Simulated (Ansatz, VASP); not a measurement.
**Two plane-wave programs on VCuSi3**

The input INCAR:

```
SYSTEM = VCuSi3
  PREC = Accurate
  ENCUT = 600
  EDIFF = 1E-7
  ISMEAR = 0
  SIGMA = 0.1
  LREAL = .False.
  LASPH = .True.
  NELM = 200
  ALGO = Normal
  ISIF = 3
  LWAVE = .False.
  LCHARG = .False.
  ISPIN = 2
  MAGMOM = 2.43 0 0 0 0
  LORBIT = 11
  LMAXMIX = 4
  GGA = PE
  IBRION = 2
  NSW = 90
  EDIFFG = -0.04
  GGA_COMPAT = .False.
  NELMIN = 4
```

File KPOINTS:

```
Automatic mesh
0
Gamma
  4 4 4
  0 0 0
```

Contents of POSCAR:

```
VCuSi3
1.0
    4.0551850586      0.0000000000      0.0000000000
    0.0000000000      4.0551850586      0.0000000000
    0.0000000000      0.0000000000      4.0551850586
V Si Cu
1 3 1
Direct
    0.0000000000      0.0000000000      0.0000000000
    0.0000000000      0.5000000000      0.5000000000
    0.5000000000      0.0000000000      0.5000000000
    0.5000000000      0.5000000000      0.0000000000
    0.5000000000      0.5000000000      0.5000000000
```

Input for Ansatz:

```yaml
crystal:
  lattice:
    - [4.0551850586, 0.0, 0.0]
    - [0.0, 4.0551850586, 0.0]
    - [0.0, 0.0, 4.0551850586]
  atoms:
    - { symbol: V, position: [0.0, 0.0, 0.0], spin: 2.43 }
    - { symbol: Si, position: [0.0, 0.5, 0.5] }
    - { symbol: Si, position: [0.5, 0.0, 0.5] }
    - { symbol: Si, position: [0.5, 0.5, 0.0] }
    - { symbol: Cu, position: [0.5, 0.5, 0.5] }
basis:
  ecutwfc: 420
kpoints:
  mp_grid: { grid: [4, 4, 4] }
hamiltonian:
  xc: pbe
scf:
  occupations: { method: gaussian, width: 0.1 }
  lower_state_search: "off"
output:
  forces: true
  stress: true
  eigenvalues: true
  populations: true
magnetization:
  spin_polarized: true
relax:
  adjacent_minimum: "off"
  f_tol: 0.04
  max_steps: 70
  cell: { stress_tol: 0.4 }
```

Alike in both runs: task relaxation of cell and atoms; functional PBE; k mesh 4 × 4 × 4; occupations gaussian, width 0.1 eV; collinear spin.

```csv
,VASP,Ansatz
version,VASP 6.6.1,Ansatz 0.2.0
potentials or method,"VASP PAW PBE potentials, release 64 (V_sv, Si, Cu), cutoff 600 eV","scalar-relativistic, plane waves, PAW"
valence electrons in the cell,36,44
```

```csv
,VASP,Ansatz,Ansatz less VASP
"gap on the k mesh at the Fermi level, each at its own relaxed structure (eV)",none,none,-
net moment per atom (μB),0.00,0.68,+0.684
size of the moment on the site where the two differ most (μB),0.00,2.85,+2.850
relaxed volume (Å³/atom),17.09,17.74,+0.649
relaxed cell length with the largest relative difference (Å),4.404,4.459,+0.0551
```

The net moments are unlike, so the other rows may belong to different states. Site moments also hang on the region over which each program counts them. A gap of «none» marks a metal or a gap that the smearing closes. VASP's potentials hold 36 valence electrons a cell and Ansatz's 44, so a difference there can come from the potentials and not from the codes.

The k mesh is coarse, so the values compare programs but aren't converged. Noted on VASP's run: the volume moved by over 15 % at a fixed basis, so the end points are rough.
